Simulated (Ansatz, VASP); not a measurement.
Ti2Al in VASP and in Ansatz

File INCAR:

```
SYSTEM = Ti2Al
ALGO     = Normal         ! electronic algorithm
EDIFF    = 1E-7           ! SCF threshold, eV
ENCUT    = 520            ! plane-wave cutoff, eV
GGA      = PE             ! functional
ISIF     = 2              ! what is computed and relaxed
ISMEAR   = 0              ! smearing method
ISPIN    = 2              ! spin polarisation
LASPH    = .TRUE.         ! aspherical terms in the spheres
LCHARG   = .FALSE.        ! write CHGCAR
LMAXMIX  = 4              ! l up to which the mixer works
LORBIT   = 11             ! projections on sites
LREAL    = .FALSE.        ! projectors in reciprocal space
LWAVE    = .FALSE.        ! write WAVECAR
MAGMOM   = 1 1 0          ! initial moments
NBANDS   = 24             ! bands
NELM     = 150            ! most SCF steps
PREC     = Accurate       ! precision mode
SIGMA    = 0.1            ! smearing width, eV
```

Contents of KPOINTS:

```
k-points
0
G
  6 6 6
  0 0 0
```

POSCAR

```
Ti2Al
1.0
    4.5430395551      0.0000000000      0.0000000000
   -2.2715197775      3.9343876651      0.0000000000
    0.0000000000      0.0000000000      2.7289804371
Ti Al
2 1
Direct
    0.3333333333      0.6666666667      0.5000000000
    0.6666666667      0.3333333333      0.5000000000
    0.0000000000      0.0000000000      0.0000000000
```

Input for Ansatz:

```yaml
crystal:
  lattice:
    - [4.5430395551, 0.0, 0.0]
    - [-2.2715197775, 3.9343876651, 0.0]
    - [0.0, 0.0, 2.7289804371]
  atoms:
    - { symbol: Ti, position: [0.3333333333, 0.6666666667, 0.5], spin: 1.0 }
    - { symbol: Ti, position: [0.6666666667, 0.3333333333, 0.5], spin: 1.0 }
    - { symbol: Al, position: [0.0, 0.0, 0.0] }
basis:
  ecutwfc: 420
kpoints:
  mp_grid: { grid: [6, 6, 6] }
hamiltonian:
  xc: pbe
scf:
  occupations: { method: gaussian, width: 0.1 }
  lower_state_search: "off"
output:
  forces: true
  stress: true
  eigenvalues: true
  populations: true
magnetization:
  spin_polarized: true
```

Change from the starting cell: species swapped into the SmCd2 type (P-3m1, No. 164).

Alike in both runs: task single point; functional PBE; k mesh 6 × 6 × 6; occupations gaussian, width 0.1 eV; collinear spin.

|  | VASP | Ansatz |
| --- | --- | --- |
| version | VASP 6.6.1 | Ansatz 0.2.0 |
| potentials or method | VASP PAW PBE potentials, release 64 (Ti_sv, Al), cutoff 520 eV | scalar-relativistic, plane waves, PAW |
| valence electrons in the cell | 27 | 27 |

|  | VASP | Ansatz | Ansatz less VASP |
| --- | --- | --- | --- |
| gap on the k mesh at the Fermi level (eV) | none | none | - |
| pressure (GPa) | 0.0 | 0.1 | +0.11 |
| traceless stress, the component that is largest in VASP (GPa) | -0.18 | -0.19 | -0.008 |
| net moment per atom (μB) | 0.11 | 0.11 | 0.000 |
| size of the moment on the site where the two differ most (μB) | 0.13 | 0.12 | -0.008 |

Site moments also hang on the region over which each program counts them. A gap of «none» marks a metal or a gap that the smearing closes. The functional is the same, so the differences come from potentials, cutoffs and numerics.

The k mesh is coarse, so the values compare programs but aren't converged.
